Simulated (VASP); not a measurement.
# Mo in VASP: a series of runs

Mo is run at these levels: PBE; tasks: single point.

All numbers are computed with VASP 6.6.1; they aren't measurements. Logs are shortened: lines on timing, memory, paths and dates and some standing lists are left out, and cuts for length are marked.

## 1. The cell of the first run

The cell holds a wire with vacuum, 9 atoms: a = 13.500 Å, b = 12.500 Å, c = 4.085 Å, α = 90.00°, β = 90.00°, γ = 90.00°.

## 2. Single point, PBE

Contents of INCAR:

```
SYSTEM = Mo
  PREC = Accurate
  ENCUT = 520
  EDIFF = 1E-7
  ISMEAR = 0
  SIGMA = 0.05
  LREAL = .False.
  LASPH = .True.
  NELM = 60
  ALGO = Normal
  ISIF = 2
  LWAVE = .False.
  LCHARG = .True.
  GGA = PE
  LELF = .True.
  LVHAR = .True.
  NBANDS = 73
```

Contents of KPOINTS:

```
Automatic mesh
0
Gamma
  1 1 8
  0 0 0
```

Contents of POSCAR:

```
Mo
1.0
   13.5000000000      0.0000000000      0.0000000000
    0.0000000000     12.5000000000      0.0000000000
    0.0000000000      0.0000000000      4.0845488574
Mo
9
Direct
    0.5000000000      0.5000000000      0.0000000000
    0.3349624402      0.5000000000      0.5000000000
    0.6650375598      0.5000000000      0.5000000000
    0.3489173277      0.6178788711      0.0000000000
    0.3489173277      0.3821211289      0.0000000000
    0.6510826723      0.6178788711      0.0000000000
    0.6510826723      0.3821211289      0.0000000000
    0.5000000000      0.6236728028      0.5000000000
    0.5000000000      0.3763271972      0.5000000000
```

Potentials or basis: VASP PAW PBE potentials, release 64 (Mo_sv).

Run with:

```
$ cat potpaw_PBE.64/Mo_sv/POTCAR > POTCAR
$ mpirun -np 1 vasp_std > vasp.out
```

OUTCAR:

```text
SYSTEM = Mo
   PREC = Accurate
   ENCUT = 520
   EDIFF = 1E-7
   ISMEAR = 0
   LREAL = .False.
   LASPH = .True.
   NELM = 60
   ISIF = 2
   GGA = PE

 ion  position               nearest neighbor table
   1  0.500  0.500  0.000-   4 2.52   5 2.52   6 2.52   7 2.52   8 2.56   9 2.56   8 2.56   9 2.56
                             2 3.02   3 3.02   2 3.02   3 3.02
   2  0.335  0.500  0.500-   4 2.53   5 2.53   4 2.53   5 2.53   8 2.71   9 2.71   1 3.02   1 3.02

   3  0.665  0.500  0.500-   6 2.53   7 2.53   6 2.53   7 2.53   8 2.71   9 2.71   1 3.02   1 3.02

   4  0.349  0.618  0.000-   1 2.52   2 2.53   2 2.53   8 2.89   8 2.89   5 2.95
   5  0.349  0.382  0.000-   1 2.52   2 2.53   2 2.53   9 2.89   9 2.89   4 2.95
   6  0.651  0.618  0.000-   1 2.52   3 2.53   3 2.53   8 2.89   8 2.89   7 2.95
   7  0.651  0.382  0.000-   1 2.52   3 2.53   3 2.53   9 2.89   9 2.89   6 2.95
   8  0.500  0.624  0.500-   1 2.56   1 2.56   3 2.71   2 2.71   6 2.89   4 2.89   4 2.89   6 2.89
                             9 3.09
   9  0.500  0.376  0.500-   1 2.56   1 2.56   3 2.71   2 2.71   7 2.89   5 2.89   5 2.89   7 2.89
                             8 3.09

  LATTYP: Found a simple orthorhombic cell.
 ALAT       =     4.0845488574
 B/A-ratio  =     3.0603134976
 C/A-ratio  =     3.3051385774

  Lattice vectors:

 A1 = (   0.0000000000,   0.0000000000,  -4.0845488574)
 A2 = (   0.0000000000,  12.5000000000,   0.0000000000)
 A3 = (  13.5000000000,   0.0000000000,   0.0000000000)

Analysis of symmetry for initial positions (statically):
=====================================================================
 Subroutine PRICEL returns:
 Original cell was already a primitive cell.

 Routine SETGRP: Setting up the symmetry group for a
 simple orthorhombic supercell.

 Subroutine GETGRP returns: Found  8 space group operations
 (whereof  8 operations were pure point group operations)
 out of a pool of  8 trial point group operations.

The static configuration has the point symmetry D_2h.

Analysis of symmetry for dynamics (positions and initial velocities):
=====================================================================
 Subroutine PRICEL returns:
 Original cell was already a primitive cell.

 Routine SETGRP: Setting up the symmetry group for a
 simple orthorhombic supercell.

 Subroutine GETGRP returns: Found  8 space group operations
 (whereof  8 operations were pure point group operations)
 out of a pool of  8 trial point group operations.

The dynamic configuration has the point symmetry D_2h.

 Subroutine INISYM returns: Found  8 space group operations
 (whereof  8 operations are pure point group operations),
 and found     1 'primitive' translations

----------------------------------------------------------------------------------------

                                     Primitive cell

  volume of cell :     689.2676

  direct lattice vectors                    reciprocal lattice vectors
    13.500000000  0.000000000  0.000000000     0.074074074  0.000000000  0.000000000
     0.000000000 12.500000000  0.000000000     0.000000000  0.080000000  0.000000000
     0.000000000  0.000000000  4.084548857     0.000000000  0.000000000  0.244825080

  length of vectors
    13.500000000 12.500000000  4.084548857     0.074074074  0.080000000  0.244825080

  position of ions in fractional coordinates (direct lattice)
     0.500000000  0.500000000  0.000000000
     0.334962440  0.500000000  0.500000000
     0.665037560  0.500000000  0.500000000
     0.348917328  0.617878871  0.000000000
     0.348917328  0.382121129  0.000000000
     0.651082672  0.617878871  0.000000000
     0.651082672  0.382121129  0.000000000
     0.500000000  0.623672803  0.500000000
     0.500000000  0.376327197  0.500000000

  ion indices of the primitive-cell ions
   primitive index   ion index
                 1           1
                 2           2
                 3           3
                 4           4
                 5           5
                 6           6
                 7           7
                 8           8
                 9           9

----------------------------------------------------------------------------------------

 KPOINTS: Automatic mesh

Automatic generation of k-mesh.
 Grid dimensions read from file:
 generate k-points for:    1    1    8

 Generating k-lattice:

  Cartesian coordinates                     Fractional coordinates (reciprocal lattice)
     0.074074074  0.000000000  0.000000000     1.000000000  0.000000000  0.000000000
     0.000000000  0.080000000  0.000000000     0.000000000  1.000000000  0.000000000
     0.000000000  0.000000000  0.030603135     0.000000000  0.000000000  0.125000000

  Length of vectors
     0.074074074  0.080000000  0.030603135

  Shift w.r.t. Gamma in fractional coordinates (k-lattice)
     0.000000000  0.000000000  0.000000000

 Subroutine IBZKPT returns following result:
 ===========================================

 Found      5 irreducible k-points:

 Following reciprocal coordinates:
            Coordinates               Weight
  0.000000  0.000000  0.000000      1.000000
  0.000000  0.000000  0.125000      2.000000
  0.000000  0.000000  0.250000      2.000000
  0.000000  0.000000  0.375000      2.000000
  0.000000  0.000000  0.500000      1.000000
   k-points           NKPTS =      5   k-points in BZ     NKDIM =      5   number of bands    NBANDS=     73
   number of dos      NEDOS =    301   number of ions     NIONS =      9
   total plane-waves  NPLWV = 288000
   dimension x,y,z NGX =   100 NGY =   96 NGZ =   30
   dimension x,y,z NGXF=   200 NGYF=  192 NGZF=   60
   ions per type =               9
   NGX,Y,Z   is equivalent  to a cutoff of  12.31, 12.77, 12.21 a.u.
   NGXF,Y,Z  is equivalent  to a cutoff of  24.63, 25.54, 24.42 a.u.
 SYSTEM =  Mo
   PREC   = accura    normal or accurate (medium, high low for compatibility)
   ISTART =      0    job   : 0-new  1-cont  2-samecut
   ICHARG =      2    charge: 1-file 2-atom 10-const
   ISPIN  =      1    spin polarized calculation?
   LNONCOLLINEAR =      F non collinear calculations
   LSORBIT =      F    spin-orbit coupling
   LASPH  =      T    aspherical Exc in radial PAW
   ENCUT  =  520.0 eV  38.22 Ry    6.18 a.u.  25.10 23.24  7.59*2*pi/ulx,y,z
   NELM   =     60;   NELMIN=  2; NELMDL= -5     # of ELM steps
   EDIFF  = 0.1E-06   stopping-criterion for ELM
   LREAL  =      F    real-space projection
   EDIFFG = 0.1E-05   stopping-criterion for IOM
   NSW    =      0    number of steps for IOM
   IBRION =     -1    ionic relax: 0-MD 1-quasi-New 2-CG
   NFREE  =      0    steps in history (QN), initial steepest desc. (CG)
   ISIF   =      2    stress and relaxation
   ISYM   =      2    0-nonsym 1-usesym 2-fastsym
   POTIM  = 0.5000    time-step for ionic-motion
   TEBEG  =    0.0;   TEEND  =   0.0 temperature during run
   PSTRESS=    0.0 pullay stress
   NELECT =     126.0000    total number of electrons
   NUPDOWN=      -1.0000    fix difference up-down
   EMIN   =  10.00;   EMAX   =-10.00  energy-range for DOS
   EFERMI =   0.00;   METHOD = LEGACY
   ISMEAR =     0;   SIGMA  =   0.05  broadening in eV -4-tet -1-fermi 0-gaus
   EFERMI_NEDOS =   21; number of points for ismear=-14 and -15
   IALGO  =     38    algorithm
   IMIX   =      4    mixing-type and parameters
     AMIX     =   0.40;   BMIX     =  1.00
     AMIX_MAG =   1.60;   BMIX_MAG =  1.00
  volume/ion in A,a.u.               =      76.59       516.82
  Fermi-wavevector in a.u.,A,eV,Ry     =   0.929114  1.755771 11.745270  0.863253
  Thomas-Fermi vector in A             =   2.055362
   LORBIT       =      0    0 simple, 1 ext, 2 COOP (PROOUT), +10 PAW based schemes
   GGA     = PE    functional components
   LHFCALC =     F    Hartree Fock is set to
   AEXX    =    0.0000 exact exchange contribution
   IVDW    =     0    specifies the selected vdW correction
   LEPSILON=     F    determine dielectric tensor
   LRPA    =     F    only Hartree local field effects (RPA)
 non-spin polarized calculation
 Gauss-broadening in eV      SIGMA  =   0.05
  energy-cutoff  :      520.00
  volume of cell :      689.27
 maximum number of plane-waves:     18587
   NGX = 51   NGY = 47   NGZ = 15

 number of electron     125.9999993 magnetization

 Free energy of the ion-electron system (eV)
  ---------------------------------------------------
  ext. energy  EPLUGINS =         0.00000000
  ---------------------------------------------------
  free energy    TOTEN  =       -80.86527244 eV

  energy without entropy =      -80.84686814  energy(sigma->0) =      -80.85607029

 E-fermi :  -0.4183     XC(G=0):  -4.2886

 val. band max:       -0.4530580287   @ k =   0.0000   0.0000   0.3750
 cond. band min:      -0.4084661648   @ k =   0.0000   0.0000   0.2500
 fundamental gap:      0.0445918639
 Fermi energy:        -0.4183494263

 k-point     1 :       0.0000    0.0000    0.0000
  band No.  band energies     occupation
      1     -61.6900      2.00000
      2     -61.5053      2.00000
      3     -61.4704      2.00000
      4     -61.4304      2.00000
      5     -61.3004      2.00000
      6     -61.2184      2.00000
[... 65 lines left out ...]
     72       0.9504      0.00000
     73       1.0510      0.00000

 k-point     2 :       0.0000    0.0000    0.1250
  band No.  band energies     occupation
      1     -61.6753      2.00000
      2     -61.4923      2.00000
      3     -61.4692      2.00000
      4     -61.4213      2.00000
      5     -61.3148      2.00000
      6     -61.2182      2.00000
[... 65 lines left out ...]
     72       0.8382      0.00000
     73       1.0616      0.00000

 k-point     3 :       0.0000    0.0000    0.2500
  band No.  band energies     occupation
      1     -61.6333      2.00000
      2     -61.4663      2.00000
      3     -61.4562      2.00000
      4     -61.3977      2.00000
      5     -61.3546      2.00000
      6     -61.2177      2.00000
[... 65 lines left out ...]
     72       0.8006      0.00000
     73       0.8952      0.00000

 k-point     4 :       0.0000    0.0000    0.3750
  band No.  band energies     occupation
      1     -61.5706      2.00000
      2     -61.4633      2.00000
      3     -61.4214      2.00000
      4     -61.4068      2.00000
      5     -61.3617      2.00000
      6     -61.2173      2.00000
[... 65 lines left out ...]
     72       0.6270      0.00000
     73       0.8163      0.00000

 k-point     5 :       0.0000    0.0000    0.5000
  band No.  band energies     occupation
      1     -61.5065      2.00000
      2     -61.4844      2.00000
      3     -61.4621      2.00000
      4     -61.3760      2.00000
      5     -61.3463      2.00000
      6     -61.2444      2.00000
[... 65 lines left out ...]
     72       0.4780      0.00000
     73       0.7227      0.00000

------------------------ aborting loop because EDIFF is reached ----------------------------------------

  FORCE on cell =-STRESS in cart. coord.  units (eV):
  Direction    XX          YY          ZZ          XY          YZ          ZX
  --------------------------------------------------------------------------------------
  -------------------------------------------------------------------------------------
  Total        0.2973509      0.3569006      0.5706314      0.0000000     -0.0000000      0.0000000
  in kB        0.6911813      0.8296024      1.3264117      0.0000000     -0.0000000      0.0000000
  external PRESSURE =       0.9490651 kB  Pullay stress =       0.0000000 kB

 VOLUME and BASIS-vectors are now :
 -----------------------------------------------------------------------------
  energy-cutoff  :      520.00
  volume of cell :      689.27
      direct lattice vectors                 reciprocal lattice vectors
    13.500000000  0.000000000  0.000000000     0.074074074  0.000000000  0.000000000
     0.000000000 12.500000000  0.000000000     0.000000000  0.080000000  0.000000000
     0.000000000  0.000000000  4.084548857     0.000000000  0.000000000  0.244825080

 POSITION                                       TOTAL-FORCE (eV/Angst)
 -----------------------------------------------------------------------------------
      6.75000      6.25000      0.00000         0.000000      0.000000     -0.000000
      4.52199      6.25000      2.04227        -0.045269      0.000000     -0.000000
      8.97801      6.25000      2.04227         0.045269      0.000000     -0.000000
      4.71038      7.72349      0.00000        -0.022725      0.041570      0.000000
      4.71038      4.77651      0.00000        -0.022725     -0.041570     -0.000000
      8.78962      7.72349      0.00000         0.022725      0.041570      0.000000
      8.78962      4.77651      0.00000         0.022725     -0.041570     -0.000000
      6.75000      7.79591      2.04227         0.000000      0.039460     -0.000000
      6.75000      4.70409      2.04227         0.000000     -0.039460      0.000000
 -----------------------------------------------------------------------------------
    total drift:                                0.000000     -0.000000      0.000000

  FREE ENERGIE OF THE ION-ELECTRON SYSTEM (eV)
  ---------------------------------------------------
  free  energy   TOTEN  =       -80.8652724438 eV

  energy  without entropy=      -80.8468681408  energy(sigma->0) =      -80.85607029
```

It took 6.3 min on 1 thread of Intel Xeon 6975P-C (Granite Rapids), shared host; peak memory 0.63 GiB.

Results:

| Quantity | Value |
| --- | --- |
| Free energy | -80.8653 eV |
| Largest force | 0.047 eV/Å |
| Band gap on the k mesh | zero (band 63 reaches -0.41 eV, above the bottom of band 64 at -0.55 eV) |

Forces on the atoms (eV/Å):
```
Mo   0.000  0.000  0.000
Mo  -0.045  0.000  0.000
Mo   0.045  0.000  0.000
Mo  -0.023  0.042  0.000
Mo  -0.023 -0.042  0.000
Mo   0.023  0.042  0.000
Mo   0.023 -0.042  0.000
Mo   0.000  0.039  0.000
Mo   0.000 -0.039  0.000
```

Levels at points of the mesh, in eV from the Fermi level:
```
           k point  band 61  band 62  band 63  band 64  band 65  band 66
(0.00, 0.00, 0.00)    -0.27    -0.24    -0.06     0.15     0.16     0.28
(0.00, 0.00, 0.50)    -0.63    -0.16    -0.14    -0.13     0.55     0.62
```

## 3. Single point, PBE

This run uses another cell than the first one, of 83.80 Å³/atom, 1.094 times its volume.

Contents of INCAR:

```
SYSTEM = Mo
ALGO = Normal
EDIFF = 1E-6
ENCUT = 520
GGA = PE
ISIF = 2
ISMEAR = 0
LASPH = .TRUE.
LCHARG = .TRUE.
LELF = .TRUE.
LREAL = .FALSE.
LVHAR = .TRUE.
LWAVE = .FALSE.
NBANDS = 73
NELM = 60
PREC = Accurate
SIGMA = 0.05
```

Contents of KPOINTS:

```
k-points
0
G
  1 1 8
  0 0 0
```

Contents of POSCAR:

```
Mo
1.0
   13.5000000000      0.0000000000      0.0000000000
    0.0000000000     12.5000000000      0.0000000000
    0.0000000000      0.0000000000      4.4695390374
Mo
9
Direct
    0.5000000000      0.5000000000      0.0000000000
    0.3344615171      0.5000000000      0.5000000000
    0.6655384829      0.5000000000      0.5000000000
    0.3344615171      0.6264176545      0.0000000000
    0.3344615171      0.3735823455      0.0000000000
    0.6655384829      0.6264176545      0.0000000000
    0.6655384829      0.3735823455      0.0000000000
    0.5000000000      0.6264176545      0.5000000000
    0.5000000000      0.3735823455      0.5000000000
```

Potentials or basis: VASP PAW PBE potentials, release 64 (Mo_sv).

Run with:

```
$ cat potpaw_PBE.64/Mo_sv/POTCAR > POTCAR
$ mpirun -np 1 vasp_std > vasp.out
```

Wall time 6.6 min (1 thread of Intel Xeon 6975P-C (Granite Rapids), shared host); peak memory 0.72 GiB.

Results (log left out):

```yaml
Free_energy: -77.6380 eV
Largest_force: 3.088 eV/Å
Band_gap_on_the_k_mesh: zero (band 63 reaches -0.50 eV, above the bottom of band 64 at -0.66 eV)
```

Forces in eV/Å, atoms in the order of the input:
```
Mo   0.000  0.000  0.000
Mo   1.319  0.000  0.000
Mo  -1.319  0.000  0.000
Mo   1.821 -2.494  0.000
Mo   1.821  2.494  0.000
Mo  -1.821 -2.494  0.000
Mo  -1.821  2.494  0.000
Mo   0.000 -2.240  0.000
Mo   0.000  2.240  0.000
```

Levels at points of the mesh, in eV from the Fermi level:
```csv
k point,band 60,band 61,band 62,band 63,band 64,band 65,band 66,band 67
"(0.00, 0.00, 0.00)",-0.56,-0.28,-0.17,-0.16,-0.14,0.15,0.21,0.35
"(0.00, 0.00, 0.50)",-0.57,-0.36,-0.05,-0.05,0.06,0.29,0.36,0.38
```
